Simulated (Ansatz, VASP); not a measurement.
## One calculation of Mg2GeN3, two programs

The input INCAR:

```
PREC = Accurate ; ENCUT = 600
EDIFF = 1E-7 ; ISMEAR = 0
SIGMA = 0.1 ; LREAL = False
LASPH = True ; NELM = 100
ALGO = Normal ; ISIF = 3
LWAVE = False ; LCHARG = False
GGA = PE ; IBRION = 2
NSW = 100 ; EDIFFG = -0.01
```

File KPOINTS:

```
Automatic mesh
0
Gamma
  12 12 4
```

POSCAR

```
Mg2GeN3
1.0
    3.0011703808      0.0000000000      0.0000000000
   -1.5005851904      2.5990897909      0.0000000000
    0.0000000000      0.0000000000      7.7356703150
Mg Ge N
2 1 3
Direct
    0.3333333333      0.6666666667      0.6673928724
    0.6666666667      0.3333333333      0.3326071276
    0.0000000000      0.0000000000      0.0000000000
    0.3333333333      0.6666666667      0.1434271849
    0.6666666667      0.3333333333      0.8565728151
    0.0000000000      0.0000000000      0.5000000000
```

Input for Ansatz:

```yaml
crystal:
  lattice:
    - [3.0011703808, 0.0, 0.0]
    - [-1.5005851904, 2.5990897909, 0.0]
    - [0.0, 0.0, 7.735670315]
  atoms:
    - { symbol: Mg, position: [0.3333333333, 0.6666666667, 0.6673928724] }
    - { symbol: Mg, position: [0.6666666667, 0.3333333333, 0.3326071276] }
    - { symbol: Ge, position: [0.0, 0.0, 0.0] }
    - { symbol: "N", position: [0.3333333333, 0.6666666667, 0.1434271849] }
    - { symbol: "N", position: [0.6666666667, 0.3333333333, 0.8565728151] }
    - { symbol: "N", position: [0.0, 0.0, 0.5] }
basis:
  ecutwfc: 420
kpoints:
  mp_grid: { grid: [12, 12, 4] }
hamiltonian:
  xc: pbe
scf:
  occupations: { method: gaussian, width: 0.1 }
output:
  forces: true
  stress: true
  eigenvalues: true
relax:
  adjacent_minimum: "off"
  f_tol: 0.01
  max_steps: 80
  cell: { stress_tol: 0.05 }
```

Change from the starting cell: species swapped into the CaMn2Te3 type (P-3m1, No. 164).

Alike in both runs: task relaxation of cell and atoms; functional PBE; k mesh 12 × 12 × 4; occupations gaussian, width 0.1 eV; no spin polarisation.

|  | VASP | Ansatz |
| --- | --- | --- |
| version | VASP 6.6.1 | Ansatz 0.2.0 |
| potentials or method | VASP PAW PBE potentials, release 64 (Mg, Ge_d, N), cutoff 600 eV | scalar-relativistic, plane waves, PAW |
| valence electrons in the cell | 33 | 49 |

Ansatz gave:

| Item | Value |
| --- | --- |
| gap on the k mesh at the Fermi level, each at its own relaxed structure (eV) | none |
| relaxed volume (Å³/atom) | 10.06 |
| relaxed length of the cell vector where the two differ most in proportion (Å) | 7.729 |

**Question.** Estimate VASP's values.

**Answer.** gap on the k mesh at the Fermi level, each at its own relaxed structure (eV): none; relaxed volume (Å³/atom): 10.03; relaxed length of the cell vector where the two differ most in proportion (Å): 7.718.

A gap of «none» marks a metal or a gap that the smearing closes. VASP's potentials hold 33 valence electrons a cell and Ansatz's 49, so a difference there can come from the potentials and not from the codes.
